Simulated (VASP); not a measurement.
A run of VASP 6.6.1 is set up as follows.

The input INCAR:

```
SYSTEM = GaSn2
PREC = Accurate
ENCUT = 520
EDIFF = 1E-6
ISMEAR = 0
SIGMA = 0.1
LREAL = .FALSE.
LASPH = .TRUE.
NELM = 80
ALGO = Normal
ISIF = 2
LWAVE = .FALSE.
LCHARG = .TRUE.
GGA = PE
LELF = .TRUE.
LVHAR = .TRUE.
NBANDS = 28
```

Contents of KPOINTS:

```
regular mesh
0
G
  6 6 6
  0 0 0
```

File POSCAR:

```
GaSn2
1.0
   -1.8930299340      1.8930299340      4.6438390569
    1.8930299340     -1.8930299340      4.6438390569
    1.8930299340      1.8930299340     -4.6438390569
Ga Sn
1 2
Direct
    0.0000000000      0.0000000000      0.0000000000
    0.6650000000      0.6650000000      0.0000000000
    0.3350000000      0.3350000000      0.0000000000
```

Potentials or basis: VASP PAW PBE potentials, release 64 (Ga_d, Sn_d).

The run is started by

```bash
$ cat potpaw_PBE.64/Ga_d/POTCAR potpaw_PBE.64/Sn_d/POTCAR > POTCAR
$ mpirun -np 1 vasp_std > vasp.out
```

(1) Predict the largest force.

(2) Predict the pressure.

Answers

(1) 0.123 eV/Å.

(2) 8.3 GPa.

Caveat: the k points lie up to 0.39 Å⁻¹ apart.
